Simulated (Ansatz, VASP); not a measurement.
## One calculation of BN, two programs

```
B N
1.0
     2.69660    0.00000    0.00000
    -1.34830    2.33533    0.00000
     0.00000    0.00000    4.20774
B N
2 2
Direct
  0.66667 0.33333 0.99980
  0.33333 0.66667 0.49980
  0.66667 0.33333 0.62520
  0.33333 0.66667 0.12520
```

Change from the starting cell: strain +0.0600 x Voigt [1, 1, 0, 0, 0, 0], atoms carried along.

Alike in both runs: task single point; functional r2SCAN; k mesh 12 × 12 × 6; occupations gaussian, width 0.05 eV; no spin polarisation.

|  | VASP | Ansatz |
| --- | --- | --- |
| version | VASP 6.6.1 | Ansatz 0.2.0 |
| potentials or method | VASP PAW PBE potentials, release 64 (B, N), cutoff 520 eV | scalar-relativistic, plane waves, PAW |
| valence electrons in the cell | 16 | 16 |

```tsv
	VASP	Ansatz	Ansatz less VASP
gap on the k mesh at the Fermi level (eV)	6.00	6.03	+0.025
least direct gap on the mesh (eV)	7.69	7.67	-0.017
pressure (GPa)	-34.6	-35.3	-0.69
traceless stress, the component that is largest in VASP (GPa)	29.45	29.27	-0.181
rms of the force components (eV/Å)	0.056	0.063	+0.0071
```

VASP's potentials were made for PBE, not for r2SCAN. Atom by atom the forces differ by 0.007 eV/Å (rms over components). Both programs put the cell under strong tension, so it lies far from rest at this level. The functional is the same, so the differences come from potentials, cutoffs and numerics.

Noted on VASP's run: the cell as given lies far from equilibrium.
